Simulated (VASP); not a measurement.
# HgSb (P-6m2) in VASP: single point with r2SCAN

Aim: the single point of HgSb with r2SCAN.

All numbers are computed with VASP 6.6.1; they aren't measurements. Logs are shortened: lines on timing, memory, paths and dates and some standing lists are left out, and cuts for length are marked.

## Step 1: The cell of the first run

Symmetry: P-6m2, No. 187, hexagonal system. The conventional cell has a = 4.372 Å, b = 4.372 Å, c = 3.434 Å, α = 90.00°, β = 90.00°, γ = 120.00°. Hg (site symmetry -6m2) has 6 Sb at 3.05 Å and 2 Hg at 3.43 Å within 4.0 Å. Sb (site symmetry -6m2) has 6 Hg at 3.05 Å and 2 Sb at 3.43 Å within 4.0 Å.

## Step 2: Single point, r2SCAN

POSCAR reads:

```
HgSb
1.0
    4.3723394375      0.0000000000      0.0000000000
   -2.1861697188      3.7865570269      0.0000000000
    0.0000000000      0.0000000000      3.4339654314
Hg Sb
1 1
Direct
    0.0000000000      0.0000000000      0.0000000000
    0.6666666667      0.3333333333      0.5000000000
```

INCAR.step1 reads:

```
PREC     = Accurate       # precision mode
ENCUT    = 520            # plane-wave cutoff, eV
ISMEAR   = 0              # smearing method
SIGMA    = 0.1            # smearing width, eV
LREAL    = False          # projectors in reciprocal space
LASPH    = True           # aspherical terms in the spheres
NELM     = 100            # most SCF steps
NBANDS   = 16             # bands
GGA      = PE             # functional
ALGO     = Normal         # electronic algorithm
EDIFF    = 1E-4           # SCF threshold, eV
LWAVE    = True           # write WAVECAR
LCHARG   = False          # write CHGCAR
```

INCAR.step2 reads:

```
PREC     = Accurate       # precision mode
ENCUT    = 520            # plane-wave cutoff, eV
EDIFF    = 1E-7           # SCF threshold, eV
ISMEAR   = 0              # smearing method
SIGMA    = 0.1            # smearing width, eV
LREAL    = False          # projectors in reciprocal space
LASPH    = True           # aspherical terms in the spheres
NELM     = 100            # most SCF steps
ALGO     = Normal         # electronic algorithm
ISIF     = 2              # what is computed and relaxed
LWAVE    = False          # write WAVECAR
LCHARG   = False          # write CHGCAR
METAGGA  = R2SCAN         # meta-GGA
LMIXTAU  = True         
NBANDS   = 16             # bands
ISTART   = 1
```

KPOINTS reads:

```
Automatic mesh
0
Gamma
  12 12 18
```

Potentials or basis: VASP PAW PBE potentials, release 64 (Hg, Sb).

Run with:

```bash
$ cat potpaw_PBE.64/Hg/POTCAR potpaw_PBE.64/Sb/POTCAR > POTCAR
$ cp INCAR.step1 INCAR
$ mpirun -np 1 vasp_std > vasp.out
$ cp INCAR.step2 INCAR
$ mpirun -np 1 vasp_std > vasp.out
```

OUTCAR:

```text
PREC = Accurate
   ENCUT = 520
   EDIFF = 1E-7
   ISMEAR = 0
   LREAL = False
   LASPH = True
   NELM = 100
   ISIF = 2
   METAGGA = R2SCAN
   ISTART = 1

 ion  position               nearest neighbor table
   1  0.000  0.000  0.000-   2 3.05   2 3.05   2 3.05   2 3.05   2 3.05   2 3.05
   2  0.667  0.333  0.500-   1 3.05   1 3.05   1 3.05   1 3.05   1 3.05   1 3.05

  LATTYP: Found a hexagonal cell.
 ALAT       =     4.3723394375
 C/A-ratio  =     0.7853839988

  Lattice vectors:

 A1 = (   4.3723394375,   0.0000000000,   0.0000000000)
 A2 = (  -2.1861697188,   3.7865570269,   0.0000000000)
 A3 = (   0.0000000000,   0.0000000000,   3.4339654314)

Analysis of symmetry for initial positions (statically):
=====================================================================
 Subroutine PRICEL returns:
 Original cell was already a primitive cell.

 Routine SETGRP: Setting up the symmetry group for a
 hexagonal supercell.

 Subroutine GETGRP returns: Found 12 space group operations
 (whereof 12 operations were pure point group operations)
 out of a pool of 24 trial point group operations.

The static configuration has the point symmetry D_3h.

Analysis of symmetry for dynamics (positions and initial velocities):
=====================================================================
 Subroutine PRICEL returns:
 Original cell was already a primitive cell.

 Routine SETGRP: Setting up the symmetry group for a
 hexagonal supercell.

 Subroutine GETGRP returns: Found 12 space group operations
 (whereof 12 operations were pure point group operations)
 out of a pool of 24 trial point group operations.

The dynamic configuration has the point symmetry D_3h.

 Subroutine INISYM returns: Found 12 space group operations
 (whereof 12 operations are pure point group operations),
 and found     1 'primitive' translations

----------------------------------------------------------------------------------------

                                     Primitive cell

  volume of cell :      56.8531

  direct lattice vectors                    reciprocal lattice vectors
     4.372339437  0.000000000  0.000000000     0.228710514  0.132046077  0.000000000
    -2.186169719  3.786557027  0.000000000     0.000000000  0.264092154  0.000000000
     0.000000000  0.000000000  3.433965431     0.000000000  0.000000000  0.291208523

  length of vectors
     4.372339437  4.372339438  3.433965431     0.264092154  0.264092154  0.291208523

  position of ions in fractional coordinates (direct lattice)
     0.000000000  0.000000000  0.000000000
     0.666666667  0.333333333  0.500000000

  ion indices of the primitive-cell ions
   primitive index   ion index
                 1           1
                 2           2

----------------------------------------------------------------------------------------

 KPOINTS: Automatic mesh

Automatic generation of k-mesh.
 Grid dimensions read from file:
 generate k-points for:   12   12   18

 Generating k-lattice:

  Cartesian coordinates                     Fractional coordinates (reciprocal lattice)
     0.019059209  0.011003840  0.000000000     0.083333333  0.000000000  0.000000000
     0.000000000  0.022007679  0.000000000     0.000000000  0.083333333  0.000000000
     0.000000000  0.000000000  0.016178251     0.000000000  0.000000000  0.055555556

  Length of vectors
     0.022007679  0.022007679  0.016178251

  Shift w.r.t. Gamma in fractional coordinates (k-lattice)
     0.000000000  0.000000000  0.000000000

 Subroutine IBZKPT returns following result:
 ===========================================

 Found    190 irreducible k-points:

 Following reciprocal coordinates:
            Coordinates               Weight
  0.000000  0.000000  0.000000      1.000000
  0.083333 -0.000000  0.000000      6.000000
  0.166667 -0.000000  0.000000      6.000000
  0.250000  0.000000  0.000000      6.000000
  0.333333 -0.000000  0.000000      6.000000
  0.416667 -0.000000  0.000000      6.000000
[... 16 lines left out ...]
  0.250000  0.000000  0.055556     12.000000
  0.333333 -0.000000  0.055556     12.000000
 [... further k-points ...]
   k-points           NKPTS =    190   k-points in BZ     NKDIM =    190   number of bands    NBANDS=     16
   number of dos      NEDOS =    301   number of ions     NIONS =      2
   total plane-waves  NPLWV =  36288
   dimension x,y,z NGX =    36 NGY =   36 NGZ =   28
   dimension x,y,z NGXF=    72 NGYF=   72 NGZF=   56
   ions per type =               1   1
   NGX,Y,Z   is equivalent  to a cutoff of  13.69, 13.69, 13.56 a.u.
   NGXF,Y,Z  is equivalent  to a cutoff of  27.38, 27.38, 27.11 a.u.
 SYSTEM =  unknown system
   PREC   = accura    normal or accurate (medium, high low for compatibility)
   ISTART =      1    job   : 0-new  1-cont  2-samecut
   ICHARG =      0    charge: 1-file 2-atom 10-const
   ISPIN  =      1    spin polarized calculation?
   LNONCOLLINEAR =      F non collinear calculations
   LSORBIT =      F    spin-orbit coupling
   LASPH  =      T    aspherical Exc in radial PAW
   ENCUT  =  520.0 eV  38.22 Ry    6.18 a.u.   8.13  8.13  6.38*2*pi/ulx,y,z
   NELM   =    100;   NELMIN=  2; NELMDL=  0     # of ELM steps
   EDIFF  = 0.1E-06   stopping-criterion for ELM
   LREAL  =      F    real-space projection
   EDIFFG = 0.1E-05   stopping-criterion for IOM
   NSW    =      0    number of steps for IOM
   IBRION =     -1    ionic relax: 0-MD 1-quasi-New 2-CG
   NFREE  =      0    steps in history (QN), initial steepest desc. (CG)
   ISIF   =      2    stress and relaxation
   ISYM   =      2    0-nonsym 1-usesym 2-fastsym
   POTIM  = 0.5000    time-step for ionic-motion
   TEBEG  =    0.0;   TEEND  =   0.0 temperature during run
   PSTRESS=    0.0 pullay stress
   NELECT =      17.0000    total number of electrons
   NUPDOWN=      -1.0000    fix difference up-down
   EMIN   =  10.00;   EMAX   =-10.00  energy-range for DOS
   EFERMI =   0.00;   METHOD = LEGACY
   ISMEAR =     0;   SIGMA  =   0.10  broadening in eV -4-tet -1-fermi 0-gaus
   EFERMI_NEDOS =   21; number of points for ismear=-14 and -15
   IALGO  =     38    algorithm
   IMIX   =      4    mixing-type and parameters
     AMIX     =   0.40;   BMIX     =  1.00
     AMIX_MAG =   1.60;   BMIX_MAG =  1.00
  volume/ion in A,a.u.               =      28.43       191.83
  Fermi-wavevector in a.u.,A,eV,Ry     =   1.094728  2.068737 16.305633  1.198430
  Thomas-Fermi vector in A             =   2.231039
   LORBIT       =      0    0 simple, 1 ext, 2 COOP (PROOUT), +10 PAW based schemes
   METAGGA = R2SCAN    functional components
   LHFCALC =     F    Hartree Fock is set to
   AEXX    =    0.0000 exact exchange contribution
   IVDW    =     0    specifies the selected vdW correction
   LEPSILON=     F    determine dielectric tensor
   LRPA    =     F    only Hartree local field effects (RPA)
 non-spin polarized calculation
 Gauss-broadening in eV      SIGMA  =   0.10
  energy-cutoff  :      520.00
  volume of cell :       56.85
 maximum number of plane-waves:      1555
 NGX is ok and might be reduce to    36
   NGX = 17   NGY = 17   NGZ = 13

 number of electron      17.0000000 magnetization

 Free energy of the ion-electron system (eV)
  ---------------------------------------------------
  ext. energy  EPLUGINS =         0.00000000
  ---------------------------------------------------
  free energy    TOTEN  =       -74.50809434 eV

  energy without entropy =      -74.50382673  energy(sigma->0) =      -74.50596053

 E-fermi :   4.5118     XC(G=0): -10.3779

 val. band max:        4.4974064512   @ k =   0.0833  -0.0000   0.1667
 cond. band min:       4.5279506175   @ k =   0.4167  -0.0000   0.3333
 fundamental gap:      0.0305441663
 Fermi energy:         4.5118064315

 k-point     1 :       0.0000    0.0000    0.0000
  band No.  band energies     occupation
      1      -7.2235      2.00000
      2      -3.2388      2.00000
      3      -3.0491      2.00000
      4      -3.0491      2.00000
      5      -2.5959      2.00000
      6      -2.5959      2.00000
[... 8 lines left out ...]
     15      17.2784      0.00000
     16      18.4940      0.00000

 k-point     2 :       0.0833   -0.0000    0.0000
  band No.  band energies     occupation
      1      -7.1674      2.00000
      2      -3.2445      2.00000
      3      -3.0430      2.00000
      4      -3.0304      2.00000
      5      -2.6050      2.00000
      6      -2.5967      2.00000
[... 8 lines left out ...]
     15      16.6345      0.00000
     16      18.4444      0.00000

 k-point     3 :       0.1667   -0.0000    0.0000
  band No.  band energies     occupation
      1      -7.0056      2.00000
      2      -3.2636      2.00000
      3      -3.0171      2.00000
      4      -2.9777      2.00000
      5      -2.6295      2.00000
      6      -2.5988      2.00000
[... 8 lines left out ...]
     15      15.6420      0.00000
     16      17.6419      0.00000

 k-point     4 :       0.2500    0.0000    0.0000
  band No.  band energies     occupation
      1      -6.7609      2.00000
      2      -3.2944      2.00000
      3      -2.9564      2.00000
      4      -2.9022      2.00000
      5      -2.6622      2.00000
      6      -2.6018      2.00000
[... 8 lines left out ...]
     15      15.1992      0.00000
     16      16.8446      0.00000

 k-point     5 :       0.3333   -0.0000    0.0000
  band No.  band energies     occupation
      1      -6.4800      2.00000
      2      -3.3268      2.00000
      3      -2.8417      2.00000
      4      -2.8219      2.00000
      5      -2.6942      2.00000
      6      -2.6047      2.00000
[... 8 lines left out ...]
     15      15.9499      0.00000
     16      17.0909      0.00000

 k-point     6 :       0.4167   -0.0000    0.0000
  band No.  band energies     occupation
      1      -6.2426      2.00000
      2      -3.3495      2.00000
      3      -2.7597      2.00000
      4      -2.7170      2.00000
      5      -2.6499      2.00000
      6      -2.6068      2.00000
[... 8 lines left out ...]
     15      15.7909      0.00000
     16      16.5930      0.00000
[... 267 lines left out ...]
 k-point    21 :       0.0833   -0.0000    0.0556
  band No.  band energies     occupation
      1      -7.1255      2.00000
      2      -3.2242      2.00000
      3      -3.0371      2.00000
      4      -3.0252      2.00000
      5      -2.6205      2.00000
      6      -2.6121      2.00000
[... 8 lines left out ...]
     15      16.1316      0.00000
     16      17.5353      0.00000

 k-point    22 :       0.1667   -0.0000    0.0556
  band No.  band energies     occupation
      1      -6.9650      2.00000
      2      -3.2420      2.00000
      3      -3.0109      2.00000
      4      -2.9737      2.00000
      5      -2.6455      2.00000
      6      -2.6147      2.00000
[... 8 lines left out ...]
     15      15.1220      0.00000
     16      17.2386      0.00000

 k-point    23 :       0.2500    0.0000    0.0556
  band No.  band energies     occupation
      1      -6.7226      2.00000
      2      -3.2704      2.00000
      3      -2.9517      2.00000
      4      -2.9000      2.00000
      5      -2.6768      2.00000
      6      -2.6182      2.00000
[... 8 lines left out ...]
     15      15.3232      0.00000
     16      16.8769      0.00000

 k-point    24 :       0.3333   -0.0000    0.0556
  band No.  band energies     occupation
      1      -6.4451      2.00000
      2      -3.2992      2.00000
      3      -2.8522      2.00000
      4      -2.8218      2.00000
      5      -2.6931      2.00000
      6      -2.6218      2.00000
[... 8 lines left out ...]
     15      16.3462      0.00000
     16      16.5375      0.00000

 [... further k-points ...]

------------------------ aborting loop because EDIFF is reached ----------------------------------------

  FORCE on cell =-STRESS in cart. coord.  units (eV):
  Direction    XX          YY          ZZ          XY          YZ          ZX
  --------------------------------------------------------------------------------------
  -------------------------------------------------------------------------------------
  Total        0.0220268      0.0220268      0.0251089     -0.0000000     -0.0000000      0.0000000
  in kB        0.6207371      0.6207371      0.7075948     -0.0000000     -0.0000000      0.0000000
  external PRESSURE =       0.6496896 kB  Pullay stress =       0.0000000 kB

 VOLUME and BASIS-vectors are now :
 -----------------------------------------------------------------------------
  energy-cutoff  :      520.00
  volume of cell :       56.85
      direct lattice vectors                 reciprocal lattice vectors
     4.372339437  0.000000000  0.000000000     0.228710514  0.132046077  0.000000000
    -2.186169719  3.786557027  0.000000000     0.000000000  0.264092154  0.000000000
     0.000000000  0.000000000  3.433965431     0.000000000  0.000000000  0.291208523

 POSITION                                       TOTAL-FORCE (eV/Angst)
 -----------------------------------------------------------------------------------
      0.00000      0.00000      0.00000        -0.000000      0.000000      0.000000
      2.18617      1.26219      1.71698         0.000000     -0.000000      0.000000
 -----------------------------------------------------------------------------------
    total drift:                                0.000000     -0.000000     -0.000000

  FREE ENERGIE OF THE ION-ELECTRON SYSTEM (eV)
  ---------------------------------------------------
  free  energy   TOTEN  =       -74.5080943358 eV

  energy  without entropy=      -74.5038267274  energy(sigma->0) =      -74.50596053
```

Wall time 11 min (1 thread of Intel Xeon 8259CL, shared host); peak memory 0.33 GiB.

What came out:

| Item | Value |
| --- | --- |
| Free energy | -74.5081 eV |
| Pressure | 0.1 GPa |
| Band gap on the k mesh | zero (an odd number of electrons rules out a gap without spin polarisation) |

Caveat: the PAW data sets were made with another functional, which shifts forces and pressure a little; spin-orbit coupling is left out, which moves the levels of the heavy elements.
